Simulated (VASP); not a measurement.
A run of VASP 6.6.1 is set up as follows.

The input INCAR:

```
PREC = Accurate ; ENCUT = 520
EDIFF = 1E-6 ; ISMEAR = 0
SIGMA = 0.03 ; LREAL = F
LASPH = T ; NELM = 100
ALGO = Normal ; ISIF = 2
LWAVE = F ; LCHARG = T
GGA = PE ; LELF = T
LVHAR = T ; NBANDS = 43
```

File KPOINTS:

```
Automatic mesh
0
Gamma
  9 9 6
```

Contents of POSCAR:

```
Si2W
1.0
    4.5199185558      0.0000000000      0.0000000000
   -2.2599592779      3.9143642923      0.0000000000
    0.0000000000      0.0000000000      6.9276791704
Si W
6 3
Direct
    0.8613670885      0.7227341769      0.5000000000
    0.1386329115      0.8613670885      0.8333333333
    0.7227341769      0.8613670885      0.1666666667
    0.1386329115      0.2772658231      0.5000000000
    0.8613670885      0.1386329115      0.8333333333
    0.2772658231      0.1386329115      0.1666666667
    0.0000000000      0.5000000000      0.1666666667
    0.5000000000      0.5000000000      0.8333333333
    0.5000000000      0.0000000000      0.5000000000
```

Potentials or basis: VASP PAW PBE potentials, release 64 (Si, W_sv).

Launch:

```sh
$ cat potpaw_PBE.64/Si/POTCAR potpaw_PBE.64/W_sv/POTCAR > POTCAR
$ mpirun -np 1 vasp_std > vasp.out
```

**Question.** Predict the pressure.

**Answer.** 8.3 GPa.

**Question.** Predict the band gap on the k mesh.

**Answer.** Zero (bands 33 and 34 overlap by 0.42 eV).

**Question.** What does it give for the largest force?

**Answer.** 5.175 eV/Å.

Forces in eV/Å, atoms in the order of the input:
```
Si   0.000 -5.175  0.000
Si   4.482 -2.588  0.000
Si  -4.482 -2.588  0.000
Si   0.000  5.175  0.000
Si  -4.482  2.588  0.000
Si   4.482  2.588  0.000
W    0.000  0.000  0.000
W    0.000  0.000  0.000
W    0.000  0.000  0.000
```

Caveat: the cell stands under pressure; spin-orbit coupling is left out, which moves the levels of the heavy elements; forces of over 1 eV/Å act on the atoms, so gaps and moduli don't describe the material at rest.
